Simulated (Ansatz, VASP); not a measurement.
**GaAs: VASP beside Ansatz**

```
CELL_PARAMETERS angstrom
0.00000 2.32351 2.32351
2.32351 0.00000 2.32351
2.32351 2.32351 0.00000
ATOMIC_POSITIONS crystal
Ga 0.00000 0.00000 0.00000
As 0.50000 0.50000 0.50000
```

Change from the starting cell: volume scaled by 0.64, PAW files.

Alike in both runs: task single point; functional PBE; k mesh 15 × 15 × 15; occupations fermi-dirac, width 0.08 eV; no spin polarisation.

|  | VASP | Ansatz |
| --- | --- | --- |
| version | VASP 6.6.1 | Ansatz 0.2.0 |
| potentials or method | VASP PAW PBE potentials, release 64 (Ga_d, As) | PAW with Ansatz's default frozen-core files, scalar-relativistic |
| plane-wave cutoff (eV) | 520 | 420 |
| valence electrons in the cell | 18 | 28 |

VASP gave:

- pressure (GPa): 90.4

What did Ansatz give for the same quantities?

Pressure (GPa): 89.0.

Both programs put the cell under a high pressure, so it lies far from rest at this level. VASP's potentials hold 18 valence electrons a cell and Ansatz's 28, so a difference there can come from the potentials and not from the codes.

Noted on VASP's run: the cell as given lies far from equilibrium.
